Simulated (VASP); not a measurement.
Input of a VASP 6.6.1 run:

File POSCAR:

```
BN
1.0
    2.5665914969      0.0000000000      0.0000000000
   -1.2832957485      2.2227334374      0.0000000000
    0.0000000000      0.0000000000      6.8277300000
B N
2 2
Direct
    0.3333333333      0.6666666667      0.2500000000
    0.6666666667      0.3333333333      0.7500000000
    0.3333333333      0.6666666667      0.7500000000
    0.6666666667      0.3333333333      0.2500000000
```

The input INCAR.step1:

```
PREC = Accurate
ENCUT = 520
ISMEAR = 0
SIGMA = 0.05
LREAL = F
LASPH = T
NELM = 60
NBANDS = 16
GGA = PE
ALGO = Normal
EDIFF = 1E-4
LWAVE = T
LCHARG = F
```

The input INCAR.step2:

```
PREC = Accurate
ENCUT = 520
EDIFF = 1E-6
ISMEAR = 0
SIGMA = 0.05
LREAL = F
LASPH = T
NELM = 60
ALGO = Normal
ISIF = 2
LWAVE = F
LCHARG = F
METAGGA = R2SCAN
LMIXTAU = T
NBANDS = 16
ISTART = 1
```

The input KPOINTS:

```
regular mesh
0
Gamma
  12 12 4
```

Potentials or basis: VASP PAW PBE potentials, release 64 (B, N).

Run with:

```console
$ cat potpaw_PBE.64/B/POTCAR potpaw_PBE.64/N/POTCAR > POTCAR
$ cp INCAR.step1 INCAR
$ mpirun -np 1 vasp_std > vasp.out
$ cp INCAR.step2 INCAR
$ mpirun -np 1 vasp_std > vasp.out
```

What does it give for the pressure?

-16.3 GPa.

Estimate the band gap on the k mesh.

4.78 eV (least direct gap 5.15 eV).

Stress tensor (GPa, compression positive):
```
-24.40   0.00   0.00
  0.00 -24.40   0.00
  0.00   0.00  -0.12
```

Caveat: the cell differs from its parent crystal (strain +0.025 along x and y, +0.025 along z); the stress differs along the axes, from -24 to -0 GPa; the PAW data sets were made with another functional, which shifts forces and pressure a little. A k mesh can miss the band edges.
